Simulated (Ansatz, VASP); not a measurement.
## RbYAl3: VASP beside Ansatz

```
Rb Y Al
1.0
     7.21894    0.00000    0.00000
    -3.60947    6.25179    0.00000
     0.00000    0.00000    6.95212
Rb Y Al
2 2 6
Direct
  0.33333 0.66667 0.75000
  0.66667 0.33333 0.25000
  0.00000 0.00000 0.00000
  0.00000 0.00000 0.50000
  0.20916 0.41833 0.25000
  0.79084 0.20916 0.75000
  0.58167 0.79084 0.25000
  0.79084 0.58167 0.75000
  0.20916 0.79084 0.25000
  0.41833 0.20916 0.75000
```

Change from the starting cell: species swapped into the PrCrGe3 type (P6_3/mmc, No. 194).

Alike in both runs: functional PBE; k mesh 6 × 6 × 6; occupations gaussian, width 0.1 eV; no spin polarisation.

Ansatz relaxed the structure, and its values are those at the end. VASP's run is a single point on that final structure, the one shown.

|  | VASP | Ansatz |
| --- | --- | --- |
| version | VASP 6.6.1 | Ansatz 0.2.0 |
| potentials or method | VASP PAW PBE potentials, release 64 (Rb_sv, Y_sv, Al), cutoff 520 eV | scalar-relativistic, plane waves, PAW |
| valence electrons in the cell | 58 | 58 |

```csv
,VASP,Ansatz,Ansatz less VASP
gap on the k mesh at the Fermi level (eV),none,none,-
pressure (GPa),0.0,0.0,+0.01
```

A gap of «none» marks a metal or a gap that the smearing closes.
